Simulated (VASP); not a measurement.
# Se (P3_121) in VASP: notebook

Se is run at these levels: r2SCAN; tasks: single point.

Program: VASP 6.6.1. These are calculated values, not measurements. Logs are shortened: lines on timing, memory, paths and dates and some standing lists are left out, and cuts for length are marked.

## (1) The cell of the first run

Symmetry: P3_121, No. 152, trigonal system. The conventional cell has a = 4.360 Å, b = 4.360 Å, c = 5.009 Å, α = 90.00°, β = 90.00°, γ = 120.00°. Within 3.1 Å of Se (site symmetry 2) lie 2 Se at 2.38 Å.

## (2) Single point, r2SCAN (27.48 Å³/atom)

Contents of POSCAR:

```
Se
1.0
    4.3596389099      0.0000000000      0.0000000000
   -2.1798194549      3.7755580474      0.0000000000
    0.0000000000      0.0000000000      5.0091387478
Se
3
Direct
    0.2247845562      0.0000000000      0.3333333333
    0.0000000000      0.2247845562      0.6666666667
    0.7752154438      0.7752154438      0.0000000000
```

Contents of INCAR.step1:

```
  PREC = Accurate
  ENCUT = 520
  ISMEAR = 0
  SIGMA = 0.02
  LREAL = F
  LASPH = T
  NELM = 80
  NBANDS = 16
  GGA = PE
  ALGO = Normal
  EDIFF = 1E-4
  LWAVE = T
  LCHARG = F
```

Contents of INCAR.step2:

```
  PREC = Accurate
  ENCUT = 520
  EDIFF = 1E-7
  ISMEAR = 0
  SIGMA = 0.02
  LREAL = F
  LASPH = T
  NELM = 80
  ALGO = Normal
  ISIF = 2
  LWAVE = F
  LCHARG = F
  METAGGA = R2SCAN
  LMIXTAU = T
  NBANDS = 16
  ISTART = 1
```

Contents of KPOINTS:

```
regular mesh
0
Gamma
  6 6 6
```

Potentials or basis: VASP PAW PBE potentials, release 64 (Se).

Started as:

```sh
> cat potpaw_PBE.64/Se/POTCAR > POTCAR
> cp INCAR.step1 INCAR
> mpirun -np 1 vasp_std > vasp.out
> cp INCAR.step2 INCAR
> mpirun -np 1 vasp_std > vasp.out
```

OUTCAR:

```text
PREC = Accurate
   ENCUT = 520
   EDIFF = 1E-7
   ISMEAR = 0
   LREAL = F
   LASPH = T
   NELM = 80
   ISIF = 2
   METAGGA = R2SCAN
   ISTART = 1

 ion  position               nearest neighbor table
   1  0.225  0.000  0.333-   3 2.38   2 2.38
   2  0.000  0.225  0.667-   3 2.38   1 2.38
   3  0.775  0.775  0.000-   1 2.38   2 2.38

  LATTYP: Found a hexagonal cell.
 ALAT       =     4.3596389099
 C/A-ratio  =     1.1489801911

  Lattice vectors:

 A1 = (   4.3596389099,   0.0000000000,   0.0000000000)
 A2 = (  -2.1798194549,   3.7755580474,   0.0000000000)
 A3 = (   0.0000000000,   0.0000000000,   5.0091387478)

Analysis of symmetry for initial positions (statically):
=====================================================================
 Subroutine PRICEL returns:
 Original cell was already a primitive cell.

 Routine SETGRP: Setting up the symmetry group for a
 hexagonal supercell.

 Subroutine GETGRP returns: Found  6 space group operations
 (whereof  2 operations were pure point group operations)
 out of a pool of 24 trial point group operations.

The static configuration has the point symmetry C_2 .
 The point group associated with its full space group is D_3 .

Analysis of symmetry for dynamics (positions and initial velocities):
=====================================================================
 Subroutine PRICEL returns:
 Original cell was already a primitive cell.

 Routine SETGRP: Setting up the symmetry group for a
 hexagonal supercell.

 Subroutine GETGRP returns: Found  6 space group operations
 (whereof  2 operations were pure point group operations)
 out of a pool of 24 trial point group operations.

The dynamic configuration has the point symmetry C_2 .
 The point group associated with its full space group is D_3 .

 Subroutine INISYM returns: Found  6 space group operations
 (whereof  2 operations are pure point group operations),
 and found     1 'primitive' translations

----------------------------------------------------------------------------------------

                                     Primitive cell

  volume of cell :      82.4508

  direct lattice vectors                    reciprocal lattice vectors
     4.359638910  0.000000000  0.000000000     0.229376795  0.132430754  0.000000000
    -2.179819455  3.775558047  0.000000000     0.000000000  0.264861509  0.000000000
     0.000000000  0.000000000  5.009138748     0.000000000  0.000000000  0.199635117

  length of vectors
     4.359638910  4.359638910  5.009138748     0.264861509  0.264861509  0.199635117

  position of ions in fractional coordinates (direct lattice)
     0.224784556  0.000000000  0.333333333
     1.000000000  0.224784556  0.666666667
     0.775215444  0.775215444  0.000000000

  ion indices of the primitive-cell ions
   primitive index   ion index
                 1           1
                 2           2
                 3           3

----------------------------------------------------------------------------------------

 KPOINTS: regular mesh

Automatic generation of k-mesh.
 Grid dimensions read from file:
 generate k-points for:    6    6    6

 Generating k-lattice:

  Cartesian coordinates                     Fractional coordinates (reciprocal lattice)
     0.038229466  0.022071792  0.000000000     0.166666667  0.000000000  0.000000000
     0.000000000  0.044143585  0.000000000     0.000000000  0.166666667  0.000000000
     0.000000000  0.000000000  0.033272520     0.000000000  0.000000000  0.166666667

  Length of vectors
     0.044143585  0.044143585  0.033272520

  Shift w.r.t. Gamma in fractional coordinates (k-lattice)
     0.000000000  0.000000000  0.000000000

 Subroutine IBZKPT returns following result:
 ===========================================

 Found     34 irreducible k-points:

 Following reciprocal coordinates:
            Coordinates               Weight
  0.000000  0.000000  0.000000      1.000000
  0.166667  0.000000  0.000000      6.000000
  0.333333  0.000000  0.000000      6.000000
  0.500000  0.000000  0.000000      3.000000
  0.166667  0.166667  0.000000      6.000000
  0.333333  0.166667  0.000000     12.000000
[... 16 lines left out ...]
  0.500000  0.000000  0.333333      6.000000
  0.166667  0.166667  0.333333     12.000000
 [... further k-points ...]
   k-points           NKPTS =     34   k-points in BZ     NKDIM =     34   number of bands    NBANDS=     16
   number of dos      NEDOS =    301   number of ions     NIONS =      3
   total plane-waves  NPLWV =  40960
   dimension x,y,z NGX =    32 NGY =   32 NGZ =   40
   dimension x,y,z NGXF=    64 NGYF=   64 NGZF=   80
   ions per type =               3
   NGX,Y,Z   is equivalent  to a cutoff of  12.20, 12.20, 13.28 a.u.
   NGXF,Y,Z  is equivalent  to a cutoff of  24.41, 24.41, 26.55 a.u.
 SYSTEM =  unknown system
   PREC   = accura    normal or accurate (medium, high low for compatibility)
   ISTART =      1    job   : 0-new  1-cont  2-samecut
   ICHARG =      0    charge: 1-file 2-atom 10-const
   ISPIN  =      1    spin polarized calculation?
   LNONCOLLINEAR =      F non collinear calculations
   LSORBIT =      F    spin-orbit coupling
   LASPH  =      T    aspherical Exc in radial PAW
   ENCUT  =  520.0 eV  38.22 Ry    6.18 a.u.   8.11  8.11  9.31*2*pi/ulx,y,z
   NELM   =     80;   NELMIN=  2; NELMDL=  0     # of ELM steps
   EDIFF  = 0.1E-06   stopping-criterion for ELM
   LREAL  =      F    real-space projection
   EDIFFG = 0.1E-05   stopping-criterion for IOM
   NSW    =      0    number of steps for IOM
   IBRION =     -1    ionic relax: 0-MD 1-quasi-New 2-CG
   NFREE  =      0    steps in history (QN), initial steepest desc. (CG)
   ISIF   =      2    stress and relaxation
   ISYM   =      2    0-nonsym 1-usesym 2-fastsym
   POTIM  = 0.5000    time-step for ionic-motion
   TEBEG  =    0.0;   TEEND  =   0.0 temperature during run
   PSTRESS=    0.0 pullay stress
   NELECT =      18.0000    total number of electrons
   NUPDOWN=      -1.0000    fix difference up-down
   EMIN   =  10.00;   EMAX   =-10.00  energy-range for DOS
   EFERMI =   0.00;   METHOD = LEGACY
   ISMEAR =     0;   SIGMA  =   0.02  broadening in eV -4-tet -1-fermi 0-gaus
   EFERMI_NEDOS =   21; number of points for ismear=-14 and -15
   IALGO  =     38    algorithm
   IMIX   =      4    mixing-type and parameters
     AMIX     =   0.40;   BMIX     =  1.00
     AMIX_MAG =   1.60;   BMIX_MAG =  1.00
  volume/ion in A,a.u.               =      27.48       185.47
  Fermi-wavevector in a.u.,A,eV,Ry     =   0.985751  1.862800 13.220862  0.971706
  Thomas-Fermi vector in A             =   2.117082
   LORBIT       =      0    0 simple, 1 ext, 2 COOP (PROOUT), +10 PAW based schemes
   METAGGA = R2SCAN    functional components
   LHFCALC =     F    Hartree Fock is set to
   AEXX    =    0.0000 exact exchange contribution
   IVDW    =     0    specifies the selected vdW correction
   LEPSILON=     F    determine dielectric tensor
   LRPA    =     F    only Hartree local field effects (RPA)
 non-spin polarized calculation
 Gauss-broadening in eV      SIGMA  =   0.02
  energy-cutoff  :      520.00
  volume of cell :       82.45
 maximum number of plane-waves:      2230
   NGX = 17   NGY = 17   NGZ = 19

 number of electron      18.0000000 magnetization

 Free energy of the ion-electron system (eV)
  ---------------------------------------------------
  ext. energy  EPLUGINS =         0.00000000
  ---------------------------------------------------
  free energy    TOTEN  =       -42.91750140 eV

  energy without entropy =      -42.91750140  energy(sigma->0) =      -42.91750140

 E-fermi :   2.4612     XC(G=0):  -9.2436

 val. band max:        2.3142634957   @ k =   0.5000   0.0000   0.5000
 cond. band min:       3.4797582277   @ k =   0.3333   0.3333   0.5000
 fundamental gap:      1.1654947320
 Fermi energy:         2.4612054609

 k-point     1 :       0.0000    0.0000    0.0000
  band No.  band energies     occupation
      1     -14.0963      2.00000
      2      -9.8234      2.00000
      3      -9.8234      2.00000
      4      -1.6206      2.00000
      5      -1.6206      2.00000
      6      -1.4728      2.00000
[... 8 lines left out ...]
     15       9.2544      0.00000
     16      11.2450      0.00000

 k-point     2 :       0.1667    0.0000    0.0000
  band No.  band energies     occupation
      1     -13.9875      2.00000
      2      -9.9198      2.00000
      3      -9.8104      2.00000
      4      -2.3177      2.00000
      5      -1.9444      2.00000
      6      -1.3091      2.00000
[... 8 lines left out ...]
     15      10.2273      0.00000
     16      11.2518      0.00000

 k-point     3 :       0.3333    0.0000    0.0000
  band No.  band energies     occupation
      1     -13.7414      2.00000
      2     -10.1653      2.00000
      3      -9.7832      2.00000
      4      -2.8696      2.00000
      5      -2.3577      2.00000
      6      -1.3391      2.00000
[... 8 lines left out ...]
     15      11.4925      0.00000
     16      12.3741      0.00000

 k-point     4 :       0.5000    0.0000    0.0000
  band No.  band energies     occupation
      1     -13.5990      2.00000
      2     -10.3194      2.00000
      3      -9.7691      2.00000
      4      -2.9946      2.00000
      5      -2.5298      2.00000
      6      -1.1845      2.00000
[... 8 lines left out ...]
     15      12.7084      0.00000
     16      12.7727      0.00000

 k-point     5 :       0.1667    0.1667    0.0000
  band No.  band energies     occupation
      1     -13.8077      2.00000
      2     -10.0599      2.00000
      3      -9.8285      2.00000
      4      -2.6916      2.00000
      5      -2.4295      2.00000
      6      -1.1748      2.00000
[... 8 lines left out ...]
     15      10.9803      0.00000
     16      11.7443      0.00000

 k-point     6 :       0.3333    0.1667    0.0000
  band No.  band energies     occupation
      1     -13.6022      2.00000
      2     -10.2236      2.00000
      3      -9.8711      2.00000
      4      -2.9082      2.00000
      5      -2.6476      2.00000
      6      -1.0488      2.00000
[... 8 lines left out ...]
     15      11.9580      0.00000
     16      12.4833      0.00000
[... 267 lines left out ...]
 k-point    21 :       0.3333    0.0000    0.3333
  band No.  band energies     occupation
      1     -13.2393      2.00000
      2     -11.8239      2.00000
      3      -8.5272      2.00000
      4      -3.1557      2.00000
      5      -2.3505      2.00000
      6      -1.4444      2.00000
[... 8 lines left out ...]
     15      10.6234      0.00000
     16      11.3721      0.00000

 k-point    22 :       0.0000    0.3333    0.3333
  band No.  band energies     occupation
      1     -13.2325      2.00000
      2     -11.8453      2.00000
      3      -8.4744      2.00000
      4      -3.3201      2.00000
      5      -2.4597      2.00000
      6      -1.4725      2.00000
[... 8 lines left out ...]
     15      10.9494      0.00000
     16      11.7102      0.00000

 k-point    23 :       0.5000    0.0000    0.3333
  band No.  band energies     occupation
      1     -13.1098      2.00000
      2     -11.7678      2.00000
      3      -8.7438      2.00000
      4      -3.4997      2.00000
      5      -2.6023      2.00000
      6      -1.6275      2.00000
[... 8 lines left out ...]
     15      12.1768      0.00000
     16      12.2064      0.00000

 k-point    24 :       0.1667    0.1667    0.3333
  band No.  band energies     occupation
      1     -13.2951      2.00000
      2     -11.8677      2.00000
      3      -8.3776      2.00000
      4      -3.0809      2.00000
      5      -2.3631      2.00000
      6      -1.3951      2.00000
[... 8 lines left out ...]
     15      10.6669      0.00000
     16      11.0344      0.00000

 [... further k-points ...]

------------------------ aborting loop because EDIFF is reached ----------------------------------------

  FORCE on cell =-STRESS in cart. coord.  units (eV):
  Direction    XX          YY          ZZ          XY          YZ          ZX
  --------------------------------------------------------------------------------------
  -------------------------------------------------------------------------------------
  Total        0.3565004      0.3565004      0.3796648      0.0000000      0.0000000     -0.0000000
  in kB        6.9274888      6.9274888      7.3776182      0.0000000      0.0000000     -0.0000000
  external PRESSURE =       7.0775319 kB  Pullay stress =       0.0000000 kB

 VOLUME and BASIS-vectors are now :
 -----------------------------------------------------------------------------
  energy-cutoff  :      520.00
  volume of cell :       82.45
      direct lattice vectors                 reciprocal lattice vectors
     4.359638910  0.000000000  0.000000000     0.229376795  0.132430754  0.000000000
    -2.179819455  3.775558047  0.000000000     0.000000000  0.264861509  0.000000000
     0.000000000  0.000000000  5.009138748     0.000000000  0.000000000  0.199635117

 POSITION                                       TOTAL-FORCE (eV/Angst)
 -----------------------------------------------------------------------------------
      0.97998      0.00000      1.66971         0.002945     -0.000000      0.000000
     -0.48999      0.84869      3.33943        -0.001473      0.002551     -0.000000
      1.68983      2.92687      0.00000        -0.001473     -0.002551      0.000000
 -----------------------------------------------------------------------------------
    total drift:                                0.000000      0.000000     -0.000000

  FREE ENERGIE OF THE ION-ELECTRON SYSTEM (eV)
  ---------------------------------------------------
  free  energy   TOTEN  =       -42.9175013998 eV

  energy  without entropy=      -42.9175013998  energy(sigma->0) =      -42.91750140
```

Wall time 4.8 min (1 thread of AMD EPYC 7R43 (Zen 3), shared host); peak memory 0.17 GiB.

What came out:

```yaml
Free_energy: -42.9175 eV
Pressure: 0.7 GPa
Band_gap_on_the_k_mesh: 1.17 eV (least direct gap 1.38 eV)
```

Forces in eV/Å, atoms in the order of the input:
```
Se   0.003  0.000  0.000
Se  -0.001  0.003  0.000
Se  -0.001 -0.003  0.000
```

Caveat: the PAW data sets were made with another functional, which shifts forces and pressure a little. A k mesh can miss the band edges.

## (3) Single point, r2SCAN (28.36 Å³/atom)

This run uses another cell than the first one, of 28.36 Å³/atom.

Contents of POSCAR:

```
Se
1.0
    4.4346165635      0.0000000000      0.0000000000
   -2.2173082817      3.8404906001      0.0000000000
    0.0000000000      0.0000000000      4.9956940428
Se
3
Direct
    0.2208956059      0.0000000000      0.3333333333
    0.0000000000      0.2208956059      0.6666666667
    0.7791043941      0.7791043941      0.0000000000
```

Contents of INCAR.step1:

```
SYSTEM = Se
ALGO     = Normal         ! electronic algorithm
EDIFF    = 1E-4           ! SCF threshold, eV
ENCUT    = 520            ! plane-wave cutoff, eV
GGA      = PE             ! functional
ISMEAR   = 0              ! smearing method
LASPH    = .True.         ! aspherical terms in the spheres
LCHARG   = .False.        ! write CHGCAR
LREAL    = .False.        ! projectors in reciprocal space
LWAVE    = .True.         ! write WAVECAR
NBANDS   = 16             ! bands
NELM     = 100            ! most SCF steps
PREC     = Accurate       ! precision mode
SIGMA    = 0.02           ! smearing width, eV
```

Contents of INCAR.step2:

```
SYSTEM = Se
ALGO     = Normal         ! electronic algorithm
EDIFF    = 1E-7           ! SCF threshold, eV
ENCUT    = 520            ! plane-wave cutoff, eV
ISIF     = 2              ! what is computed and relaxed
ISMEAR   = 0              ! smearing method
ISTART   = 1            
LASPH    = .True.         ! aspherical terms in the spheres
LCHARG   = .False.        ! write CHGCAR
LMIXTAU  = .True.       
LREAL    = .False.        ! projectors in reciprocal space
LWAVE    = .False.        ! write WAVECAR
METAGGA  = R2SCAN         ! meta-GGA
NBANDS   = 16             ! bands
NELM     = 100            ! most SCF steps
PREC     = Accurate       ! precision mode
SIGMA    = 0.02           ! smearing width, eV
```

Contents of KPOINTS:

```
k-points
0
Gamma
  6 6 6
  0 0 0
```

Potentials or basis: VASP PAW PBE potentials, release 64 (Se).

Started as:

```sh
> cat potpaw_PBE.64/Se/POTCAR > POTCAR
> cp INCAR.step1 INCAR
> mpirun -np 1 vasp_std > vasp.out
> cp INCAR.step2 INCAR
> mpirun -np 1 vasp_std > vasp.out
```

OUTCAR:

```text
SYSTEM = Se
   EDIFF = 1E-7
   ENCUT = 520
   ISIF = 2
   ISMEAR = 0
   ISTART = 1
   LASPH = .True.
   LREAL = .False.
   METAGGA = R2SCAN
   NELM = 100
   PREC = Accurate

 ion  position               nearest neighbor table
   1  0.221  0.000  0.333-   3 2.38   2 2.38
   2  0.000  0.221  0.667-   3 2.38   1 2.38
   3  0.779  0.779  0.000-   1 2.38   2 2.38

  LATTYP: Found a hexagonal cell.
 ALAT       =     4.4346165635
 C/A-ratio  =     1.1265222080

[... 651 lines left out ...]

  FORCE on cell =-STRESS in cart. coord.  units (eV):
  Direction    XX          YY          ZZ          XY          YZ          ZX
  --------------------------------------------------------------------------------------
  -------------------------------------------------------------------------------------
  Total        0.1579476      0.1579476      0.1862829      0.0000000      0.0000000     -0.0000000
  in kB        2.9743013      2.9743013      3.5078827      0.0000000      0.0000000     -0.0000000
  external PRESSURE =       3.1521618 kB  Pullay stress =       0.0000000 kB

 VOLUME and BASIS-vectors are now :
 -----------------------------------------------------------------------------
  energy-cutoff  :      520.00
  volume of cell :       85.08
      direct lattice vectors                 reciprocal lattice vectors
     4.434616563  0.000000000  0.000000000     0.225498639  0.130191700  0.000000000
    -2.217308282  3.840490600  0.000000000     0.000000000  0.260383400  0.000000000
     0.000000000  0.000000000  4.995694043     0.000000000  0.000000000  0.200172387

 POSITION                                       TOTAL-FORCE (eV/Angst)
 -----------------------------------------------------------------------------------
      0.97959      0.00000      1.66523         0.001004     -0.000000      0.000000
     -0.48979      0.84835      3.33046        -0.000502      0.000869     -0.000000
      1.72751      2.99214      0.00000        -0.000502     -0.000869     -0.000000
 -----------------------------------------------------------------------------------
    total drift:                                0.000001      0.000001     -0.000000

  FREE ENERGIE OF THE ION-ELECTRON SYSTEM (eV)
  ---------------------------------------------------
  free  energy   TOTEN  =       -42.9256067307 eV

  energy  without entropy=      -42.9256067307  energy(sigma->0) =      -42.92560673
```

Wall time 6.9 min (1 thread of AMD EPYC 7R43 (Zen 3), shared host); peak memory 0.2 GiB.

What came out:

| Property | Result |
| --- | --- |
| Free energy | -42.9256 eV |
| Pressure | 0.3 GPa |
| Band gap on the k mesh | 1.25 eV (least direct gap 1.50 eV) |

Levels at points of the mesh, in eV from the valence-band top:
```
           k point  band 5  band 6  band 7  band 8  band 9  band 10  band 11  band 12  band 13  band 14
(0.00, 0.00, 0.00)   -3.97   -3.73   -2.08   -2.08   -0.42     2.17     2.17     2.51     6.60     6.98
(0.50, 0.00, 0.00)   -4.76   -3.40   -2.84   -1.86   -1.01     2.23     2.67     4.28     5.87     8.09
(0.00, 0.00, 0.50)   -3.47   -3.47   -1.50   -1.50   -1.15     1.49     1.57     1.57     6.89     7.90
(0.50, 0.00, 0.50)   -4.50   -4.28   -1.79   -1.33    0.00     1.80     2.92     3.23     6.70     8.48
```

Caveat: the PAW data sets were made with another functional, which shifts forces and pressure a little. A k mesh can miss the band edges.

(Continued in part 2 of 2.)
